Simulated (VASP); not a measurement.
Wanted: the native input for a VASP 6.6.1 run.

| Quantity | Value |
| --- | --- |
| Task | relaxation of cell and atoms |
| Functional | PBE |
| Dispersion | D3(BJ) |
| Potentials or basis | VASP PAW PBE potentials, release 64 (Li_sv, Se) |
| Cutoff | 600 eV |
| k mesh | 8 × 8 × 10 |
| Occupations | gaussian, width 0.1 eV |
| Spin | no spin polarisation |
| Dipole correction | no |
| Further INCAR settings | ALGO = Normal; EDIFF = 1e-06; IBRION = 2; EDIFFG = -0.01; NSW = 100; ISIF = 3 |

The structure of LiSe4 lies in POSCAR:

```
LiSe4
1.0
    5.3974257779      0.0000000000      0.0000000000
    0.0000000000      5.3974257779      0.0000000000
    0.0000000000      0.0000000000      3.8174345546
Li Se
1 4
Direct
    0.5000000000      0.5000000000      0.5000000000
    0.2421005842      0.7578994158      0.0000000000
    0.2421005842      0.2421005842      0.0000000000
    0.7578994158      0.7578994158      0.0000000000
    0.7578994158      0.2421005842      0.0000000000
```

These files were run (other wordings do the same):

INCAR

```
SYSTEM = LiSe4
PREC = Accurate
ENCUT = 600
EDIFF = 1E-6
ISMEAR = 0
SIGMA = 0.1
LREAL = .FALSE.
LASPH = .TRUE.
NELM = 100
ALGO = Normal
ISIF = 3
LWAVE = .FALSE.
LCHARG = .FALSE.
GGA = PE
IVDW = 12
IBRION = 2
NSW = 100
EDIFFG = -0.01
```

KPOINTS

```
Automatic mesh
0
G
  8 8 10
  0 0 0
```

Potentials or basis: VASP PAW PBE potentials, release 64 (Li_sv, Se).

The run is started by

```sh
$ cat potpaw_PBE.64/Li_sv/POTCAR potpaw_PBE.64/Se/POTCAR > POTCAR
$ mpirun -np 1 vasp_std > vasp.out
```

It gave:

```yaml
Relaxed_volume: 22.16 Å³/atom
Relaxed_cell: a = 5.380 Å, b = 5.380 Å, c = 3.828 Å, α = 90.00°, β = 90.00°, γ = 90.00°
Space_group_after_relaxing_to_0.05_Å: P4/mmm (No. 123)
Energy_gained_by_relaxing: 0.4 meV/atom
Ionic_steps: 5
Pressure_after_relaxing: 0.0 GPa
Largest_force_after_relaxing: 0.009 eV/Å
Dispersion_energy_per_atom: -0.325 eV
```

Caveat: the cutoff is under 1.25 times the usual one of these potentials, so pressure, stress and relaxed cells hold a basis-set (Pulay) error.

It took 9.1 min on 1 thread of Intel(R) Xeon(R) Platinum 8375C CPU @ 2.90GHz (Ice Lake) (shared host), peak memory 0.38 GiB.
